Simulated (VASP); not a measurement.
# Ca in VASP: single point with PBEsol

Aim: the single point of Ca with PBEsol.

Program: VASP 6.6.1. These are calculated values, not measurements. Logs are shortened: lines on timing, memory, paths and dates and some standing lists are left out, and cuts for length are marked.

**1. The cell of the first run**

The cell holds a slab with vacuum, 13 atoms: a = 7.891 Å, b = 7.891 Å, c = 18.443 Å, α = 90.00°, β = 90.00°, γ = 60.00°.

**2. Single point, PBEsol**

File INCAR:

```
SYSTEM = Ca
PREC = Accurate ; ENCUT = 520
EDIFF = 1E-7 ; ISMEAR = -1
SIGMA = 0.05 ; LREAL = .FALSE.
LASPH = .TRUE. ; NELM = 80
ALGO = Normal ; ISIF = 2
LWAVE = .FALSE. ; LCHARG = .FALSE.
GGA = PS ; NBANDS = 77
```

File KPOINTS:

```
regular mesh
0
G
  2 2 1
  0 0 0
```

File POSCAR:

```
Ca
1.0
    7.8913120000      0.0000000000      0.0000000000
    3.9456560000      6.8340760000      0.0000000000
    0.0000000000      0.0000000000     18.4432290000
Ca
13
Direct
    0.1666640452      0.1666648132      0.0542204405
    0.6666696209      0.1666648132      0.0542204405
    0.1666686331      0.6666738854      0.0542204405
    0.6666615366      0.6666738854      0.0542204405
   -0.1778274547      0.3002015196      0.2242503197
    0.2757006637      0.3643652778      0.2133357451
   -0.2466980637      0.8846111749      0.2226779270
    0.2984949323      0.8188963658      0.2315375469
   -0.0184986508      0.0111207426      0.4014535633
    0.4663250613      0.0193588716      0.4200565964
   -0.0291905680      0.5512522834      0.3775152388
    0.4826884549      0.5259086964      0.4050212682
    0.1801957700      0.5123150518      0.5619623332
```

Potentials or basis: VASP PAW PBE potentials, release 64 (Ca_sv).

The run is started by

```bash
cat potpaw_PBE.64/Ca_sv/POTCAR > POTCAR
mpirun -np 1 vasp_std > vasp.out
```

OUTCAR:

```text
SYSTEM = Ca
   PREC = Accurate
   ENCUT = 520
   EDIFF = 1E-7
   ISMEAR = -1
   LREAL = .FALSE.
   LASPH = .TRUE.
   NELM = 80
   ISIF = 2
   GGA = PS

 ion  position               nearest neighbor table
   1  0.167  0.167  0.054-
   2  0.667  0.167  0.054-
   3  0.167  0.667  0.054-
   4  0.667  0.667  0.054-
   5  0.822  0.300  0.224-
   6  0.276  0.364  0.213-
   7  0.753  0.885  0.223-
   8  0.298  0.819  0.232-
   9  0.982  0.011  0.401-
  10  0.466  0.019  0.420-
  11  0.971  0.551  0.378-
  12  0.483  0.526  0.405-
  13  0.180  0.512  0.562-

  LATTYP: Found a hexagonal cell.
 ALAT       =     7.8913114274
 C/A-ratio  =     2.3371563991

  Lattice vectors:

 A1 = (  -3.9456560000,  -6.8340760000,   0.0000000000)
 A2 = (   7.8913120000,   0.0000000000,   0.0000000000)
 A3 = (   0.0000000000,   0.0000000000,  18.4432290000)

Analysis of symmetry for initial positions (statically):
=====================================================================
 Subroutine PRICEL returns:
 Original cell was already a primitive cell.

 Routine SETGRP: Setting up the symmetry group for a
 hexagonal supercell.

 Subroutine GETGRP returns: Found  1 space group operations
 (whereof  1 operations were pure point group operations)
 out of a pool of 24 trial point group operations.

The static configuration has the point symmetry C_1 .

Analysis of symmetry for dynamics (positions and initial velocities):
=====================================================================
 Subroutine PRICEL returns:
 Original cell was already a primitive cell.

 Routine SETGRP: Setting up the symmetry group for a
 hexagonal supercell.

 Subroutine GETGRP returns: Found  1 space group operations
 (whereof  1 operations were pure point group operations)
 out of a pool of 24 trial point group operations.

The dynamic configuration has the point symmetry C_1 .

 Subroutine INISYM returns: Found  1 space group operations
 (whereof  1 operations are pure point group operations),
 and found     1 'primitive' translations

----------------------------------------------------------------------------------------

                                     Primitive cell

  volume of cell :     994.6401

  direct lattice vectors                    reciprocal lattice vectors
     7.891312000  0.000000000  0.000000000     0.126721640 -0.073162780  0.000000000
     3.945656000  6.834076000  0.000000000     0.000000000  0.146325560  0.000000000
     0.000000000  0.000000000 18.443229000     0.000000000  0.000000000  0.054220440

  length of vectors
     7.891312000  7.891311427 18.443229000     0.146325550  0.146325560  0.054220440

  position of ions in fractional coordinates (direct lattice)
     0.166664045  0.166664813  0.054220441
     0.666669621  0.166664813  0.054220441
     0.166668633  0.666673885  0.054220441
     0.666661537  0.666673885  0.054220441
     0.822172545  0.300201520  0.224250320
     0.275700664  0.364365278  0.213335745
     0.753301936  0.884611175  0.222677927
     0.298494932  0.818896366  0.231537547
     0.981501349  0.011120743  0.401453563
     0.466325061  0.019358872  0.420056596
     0.970809432  0.551252283  0.377515239
     0.482688455  0.525908696  0.405021268
     0.180195770  0.512315052  0.561962333

  ion indices of the primitive-cell ions
   primitive index   ion index
                 1           1
                 2           2
                 3           3
                 4           4
                 5           5
                 6           6
                 7           7
                 8           8
                 9           9
                10          10
                11          11
                12          12
                13          13

----------------------------------------------------------------------------------------

 KPOINTS: regular mesh

Automatic generation of k-mesh.
 Grid dimensions read from file:
 generate k-points for:    2    2    1

 Generating k-lattice:

  Cartesian coordinates                     Fractional coordinates (reciprocal lattice)
     0.063360820 -0.036581390  0.000000000     0.500000000  0.000000000  0.000000000
     0.000000000  0.073162780  0.000000000     0.000000000  0.500000000  0.000000000
     0.000000000  0.000000000  0.054220440     0.000000000  0.000000000  1.000000000

  Length of vectors
     0.073162775  0.073162780  0.054220440

  Shift w.r.t. Gamma in fractional coordinates (k-lattice)
     0.000000000  0.000000000  0.000000000

 Subroutine IBZKPT returns following result:
 ===========================================

 Found      4 irreducible k-points:

 Following reciprocal coordinates:
            Coordinates               Weight
  0.000000  0.000000  0.000000      1.000000
  0.500000 -0.000000  0.000000      1.000000
  0.500000  0.500000  0.000000      1.000000
  0.000000  0.500000  0.000000      1.000000
   k-points           NKPTS =      4   k-points in BZ     NKDIM =      4   number of bands    NBANDS=     77
   number of dos      NEDOS =    301   number of ions     NIONS =     13
   total plane-waves  NPLWV = 504000
   dimension x,y,z NGX =    60 NGY =   60 NGZ =  140
   dimension x,y,z NGXF=   120 NGYF=  120 NGZF=  280
   ions per type =              13
   NGX,Y,Z   is equivalent  to a cutoff of  12.64, 12.64, 12.62 a.u.
   NGXF,Y,Z  is equivalent  to a cutoff of  25.28, 25.28, 25.24 a.u.
 SYSTEM =  Ca
   PREC   = accura    normal or accurate (medium, high low for compatibility)
   ISTART =      0    job   : 0-new  1-cont  2-samecut
   ICHARG =      2    charge: 1-file 2-atom 10-const
   ISPIN  =      1    spin polarized calculation?
   LNONCOLLINEAR =      F non collinear calculations
   LSORBIT =      F    spin-orbit coupling
   LASPH  =      T    aspherical Exc in radial PAW
   ENCUT  =  520.0 eV  38.22 Ry    6.18 a.u.  14.67 14.67 34.29*2*pi/ulx,y,z
   NELM   =     80;   NELMIN=  2; NELMDL= -5     # of ELM steps
   EDIFF  = 0.1E-06   stopping-criterion for ELM
   LREAL  =      F    real-space projection
   EDIFFG = 0.1E-05   stopping-criterion for IOM
   NSW    =      0    number of steps for IOM
   IBRION =     -1    ionic relax: 0-MD 1-quasi-New 2-CG
   NFREE  =      0    steps in history (QN), initial steepest desc. (CG)
   ISIF   =      2    stress and relaxation
   ISYM   =      2    0-nonsym 1-usesym 2-fastsym
   POTIM  = 0.5000    time-step for ionic-motion
   TEBEG  =    0.0;   TEEND  =   0.0 temperature during run
   PSTRESS=    0.0 pullay stress
   NELECT =     130.0000    total number of electrons
   NUPDOWN=      -1.0000    fix difference up-down
   EMIN   =  10.00;   EMAX   =-10.00  energy-range for DOS
   EFERMI =   0.00;   METHOD = LEGACY
   ISMEAR =    -1;   SIGMA  =   0.05  broadening in eV -4-tet -1-fermi 0-gaus
   EFERMI_NEDOS =   21; number of points for ismear=-14 and -15
   IALGO  =     38    algorithm
   IMIX   =      4    mixing-type and parameters
     AMIX     =   0.40;   BMIX     =  1.00
     AMIX_MAG =   1.60;   BMIX_MAG =  1.00
  volume/ion in A,a.u.               =      76.51       516.32
  Fermi-wavevector in a.u.,A,eV,Ry     =   0.830808  1.569999  9.391310  0.690242
  Thomas-Fermi vector in A             =   1.943588
   LORBIT       =      0    0 simple, 1 ext, 2 COOP (PROOUT), +10 PAW based schemes
   GGA     = PS    functional components
   LHFCALC =     F    Hartree Fock is set to
   AEXX    =    0.0000 exact exchange contribution
   IVDW    =     0    specifies the selected vdW correction
   LEPSILON=     F    determine dielectric tensor
   LRPA    =     F    only Hartree local field effects (RPA)
 non-spin polarized calculation
  energy-cutoff  :      520.00
  volume of cell :      994.64
 maximum number of plane-waves:     26796
 NGX is ok and might be reduce to    60
   NGX = 29   NGY = 29   NGZ = 69

 number of electron     129.9999998 magnetization

 Free energy of the ion-electron system (eV)
  ---------------------------------------------------
  ext. energy  EPLUGINS =         0.00000000
  ---------------------------------------------------
  free energy    TOTEN  =       -23.40976728 eV

  energy without entropy =      -23.21919180  energy(sigma->0) =      -23.31447954

 E-fermi :   0.0022     XC(G=0):  -5.2939

 val. band max:       -0.0363604604   @ k =   0.5000   0.5000   0.0000
 cond. band min:       0.0050015995   @ k =   0.5000  -0.0000   0.0000
 fundamental gap:      0.0413620598
 Fermi energy:         0.0021858502

 k-point     1 :       0.0000    0.0000    0.0000
  band No.  band energies     occupation
      1     -43.3596      2.00000
      2     -42.4573      2.00000
      3     -42.4422      2.00000
      4     -42.3783      2.00000
      5     -42.3740      2.00000
      6     -42.3165      2.00000
[... 69 lines left out ...]
     76       0.5814      0.00002
     77       0.6095      0.00001

 k-point     2 :       0.5000   -0.0000    0.0000
  band No.  band energies     occupation
      1     -43.3596      2.00000
      2     -42.4573      2.00000
      3     -42.4420      2.00000
      4     -42.3783      2.00000
      5     -42.3740      2.00000
      6     -42.3167      2.00000
[... 69 lines left out ...]
     76       0.7005      0.00000
     77       0.7970      0.00000

 k-point     3 :       0.5000    0.5000    0.0000
  band No.  band energies     occupation
      1     -43.3596      2.00000
      2     -42.4573      2.00000
      3     -42.4421      2.00000
      4     -42.3769      2.00000
      5     -42.3753      2.00000
      6     -42.3166      2.00000
[... 69 lines left out ...]
     76       0.7179      0.00000
     77       0.8270      0.00000

 k-point     4 :       0.0000    0.5000    0.0000
  band No.  band energies     occupation
      1     -43.3596      2.00000
      2     -42.4573      2.00000
      3     -42.4421      2.00000
      4     -42.3768      2.00000
      5     -42.3754      2.00000
      6     -42.3166      2.00000
[... 69 lines left out ...]
     76       0.7059      0.00000
     77       0.8322      0.00000

------------------------ aborting loop because EDIFF is reached ----------------------------------------

  FORCE on cell =-STRESS in cart. coord.  units (eV):
  Direction    XX          YY          ZZ          XY          YZ          ZX
  --------------------------------------------------------------------------------------
  -------------------------------------------------------------------------------------
  Total       -4.8122842     -4.1046072     -1.9337799      0.9258166      0.0175265      0.1829338
  in kB       -7.7516806     -6.6117467     -3.1149540      1.4913157      0.0282319      0.2946718
  external PRESSURE =      -5.8261271 kB  Pullay stress =       0.0000000 kB

 VOLUME and BASIS-vectors are now :
 -----------------------------------------------------------------------------
  energy-cutoff  :      520.00
  volume of cell :      994.64
      direct lattice vectors                 reciprocal lattice vectors
     7.891312000  0.000000000  0.000000000     0.126721640 -0.073162780  0.000000000
     3.945656000  6.834076000  0.000000000     0.000000000  0.146325560  0.000000000
     0.000000000  0.000000000 18.443229000     0.000000000  0.000000000  0.054220440

 POSITION                                       TOTAL-FORCE (eV/Angst)
 -----------------------------------------------------------------------------------
      1.97280      1.13900      1.00000        -0.055479     -0.141169     -0.022604
      5.91850      1.13900      1.00000        -0.065619      0.071530     -0.137242
      3.94570      4.55610      1.00000        -0.052309      0.158846     -0.081796
      7.89130      4.55610      1.00000        -0.046114     -0.081111      0.120716
      7.67251      2.05160      4.13590         0.053636      0.567300      0.042244
      3.61330      2.49010      3.93460         0.094462     -0.230009      0.342465
      9.43491      6.04550      4.10690         0.007586     -0.383450      0.120586
      5.58660      5.59640      4.27030         0.178815      0.162592      0.013227
      7.78921      0.07600      7.40410        -0.008135      0.044336      0.167831
      3.75630      0.13230      7.74720         0.103429      0.290504     -0.197721
      9.83601      3.76730      6.96260        -0.030403     -0.296239      0.117735
      5.88410      3.59410      7.46990        -0.121592     -0.214706     -0.192262
      3.44340      3.50120     10.36440        -0.058275      0.051576     -0.293180
 -----------------------------------------------------------------------------------
    total drift:                               -0.000157     -0.000010      0.000662

  FREE ENERGIE OF THE ION-ELECTRON SYSTEM (eV)
  ---------------------------------------------------
  free  energy   TOTEN  =       -23.4097672777 eV

  energy  without entropy=      -23.2191917970  energy(sigma->0) =      -23.31447954
```

Wall time 25 min (1 thread of Intel Xeon Platinum 8259CL at 2.50GHz (Skylake/Cascade Lake), shared host); peak memory 1 GiB.

Results:

| Item | Value |
| --- | --- |
| Free energy | -23.4098 eV |
| Largest force | 0.571 eV/Å |
| Band gap on the k mesh | zero (bands 65 and 66 overlap by 0.12 eV) |

Forces on the atoms (eV/Å):
```
Ca  -0.055 -0.141 -0.023
Ca  -0.066  0.072 -0.137
Ca  -0.052  0.159 -0.082
Ca  -0.046 -0.081  0.121
Ca   0.054  0.567  0.042
Ca   0.094 -0.230  0.342
Ca   0.008 -0.383  0.121
Ca   0.179  0.163  0.013
Ca  -0.008  0.044  0.168
Ca   0.103  0.291 -0.198
Ca  -0.030 -0.296  0.118
Ca  -0.122 -0.215 -0.192
Ca  -0.058  0.052 -0.293
```

Levels at points of the mesh, in eV from the Fermi level:
```
           k point  band 60  band 61  band 62  band 63  band 64  band 65  band 66  band 67  band 68  band 69
(0.00, 0.00, 0.00)    -0.78    -0.76    -0.74    -0.58    -0.54    -0.50    -0.08    -0.06     0.02     0.10
(0.50, 0.00, 0.00)    -1.11    -0.82    -0.78    -0.44    -0.06     0.00     0.09     0.22     0.23     0.36
(0.50, 0.50, 0.00)    -1.11    -0.83    -0.78    -0.45    -0.04     0.03     0.09     0.17     0.25     0.31
(0.00, 0.50, 0.00)    -1.17    -0.83    -0.76    -0.45    -0.05     0.03     0.08     0.21     0.27     0.37
```

Caveat: the k points lie up to 0.46 Å⁻¹ apart; the atoms stand as in a frame of molecular dynamics; there is no dipole correction, which matters where the two faces differ; the PAW data sets were made with another functional, which shifts forces and pressure a little.

The gap in the log of VASP goes by the Fermi energy; the results here count the filled bands.